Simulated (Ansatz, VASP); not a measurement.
## TaN: VASP beside Ansatz

The input INCAR:

```
PREC = Accurate
ENCUT = 520
EDIFF = 1E-6
ISMEAR = 0
SIGMA = 0.1
LREAL = F
LASPH = T
NELM = 60
ALGO = Normal
ISIF = 2
LWAVE = F
LCHARG = F
GGA = PE
NBANDS = 15
```

File KPOINTS:

```
regular mesh
0
Gamma
  14 14 12
```

The input POSCAR:

```
TaN
1.0
    2.9898545383      0.0000000000      0.0557338383
   -1.4949272691      2.6097976999     -0.0278669192
    0.0546905100      0.0000000000      2.8590134400
Ta N
1 1
Direct
    0.3628100433      0.7256200867      0.5000000000
   -0.0294767100     -0.0589534200      0.0000000000
```

Input for Ansatz:

```yaml
crystal:
  lattice:
    - [2.9898545383, 0.0, 0.0557338383]
    - [-1.4949272691, 2.6097976999, -0.0278669192]
    - [0.05469051, 0.0, 2.85901344]
  atoms:
    - { symbol: Ta, position: [0.3628100433, 0.7256200867, 0.5] }
    - { symbol: "N", position: [-0.02947671, -0.05895342, 0.0] }
basis:
  ecutwfc: 420
kpoints:
  mp_grid: { grid: [14, 14, 12] }
hamiltonian:
  xc: pbe
scf:
  occupations: { method: gaussian, width: 0.1 }
output:
  forces: true
  stress: true
  eigenvalues: true
```

Alike in both runs: task single point; functional PBE; k mesh 14 × 14 × 12; occupations gaussian, width 0.1 eV; no spin polarisation.

|  | VASP | Ansatz |
| --- | --- | --- |
| version | VASP 6.6.1 | Ansatz 0.2.0 |
| potentials or method | VASP PAW PBE potentials, release 64 (Ta_pv, N), cutoff 520 eV | scalar-relativistic, plane waves, PAW |
| valence electrons in the cell | 16 | 18 |

|  | VASP | Ansatz | Ansatz less VASP |
| --- | --- | --- | --- |
| gap on the k mesh at the Fermi level (eV) | none | none | - |
| pressure (GPa) | 5.6 | 5.0 | -0.65 |
| traceless stress, the component that is largest in VASP (GPa) | 16.42 | 16.26 | -0.161 |
| rms of the force components (eV/Å) | 1.626 | 1.614 | -0.0116 |

Atom by atom the forces differ by 0.012 eV/Å (rms over components). A gap of «none» marks a metal or a gap that the smearing closes. VASP's potentials hold 16 valence electrons a cell and Ansatz's 18, so a difference there can come from the potentials and not from the codes.

Spin-orbit coupling is off throughout.
